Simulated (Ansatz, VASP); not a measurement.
## Two plane-wave programs on NbTe2Mo3

```
Nb Te Mo
1.0
     3.31935    0.00000    0.00000
     0.00000    3.31935    0.00000
     0.00000    0.00000    9.84011
Nb Te Mo
1 2 3
Direct
  0.50000 0.50000 0.00000
  0.50000 0.50000 0.32860
  0.50000 0.50000 0.67140
  0.00000 0.00000 0.83898
  0.00000 0.00000 0.16102
  0.00000 0.00000 0.50000
```

Change from the starting cell: species swapped into the Li3Tl2Cd type (P4/mmm, No. 123).

Alike in both runs: functional PBE; k mesh 5 × 5 × 2; occupations gaussian, width 0.2 eV; no spin polarisation.

Ansatz relaxed the structure, and its values are those at the end. VASP's run is a single point on that final structure, the one shown.

|  | VASP | Ansatz |
| --- | --- | --- |
| version | VASP 6.6.1 | Ansatz 0.2.0 |
| potentials or method | VASP PAW PBE potentials, release 64 (Nb_sv, Te, Mo_sv), cutoff 500 eV | scalar-relativistic, plane waves, PAW |
| valence electrons in the cell | 67 | 87 |

Ansatz gave:

| Property | Result |
| --- | --- |
| gap on the k mesh at the Fermi level (eV) | none |
| pressure (GPa) | 0.0 |
| rms of the force components (eV/Å) | 0.020 |

Task: What did VASP give for the same quantities?

Result: gap on the k mesh at the Fermi level (eV): none; pressure (GPa): 0.0; rms of the force components (eV/Å): 0.019.

A gap of «none» marks a metal or a gap that the smearing closes. VASP's potentials hold 67 valence electrons a cell and Ansatz's 87, so a difference there can come from the potentials and not from the codes.

The k mesh is coarse, so the values compare programs but aren't converged. Neither program's run includes spin-orbit coupling.
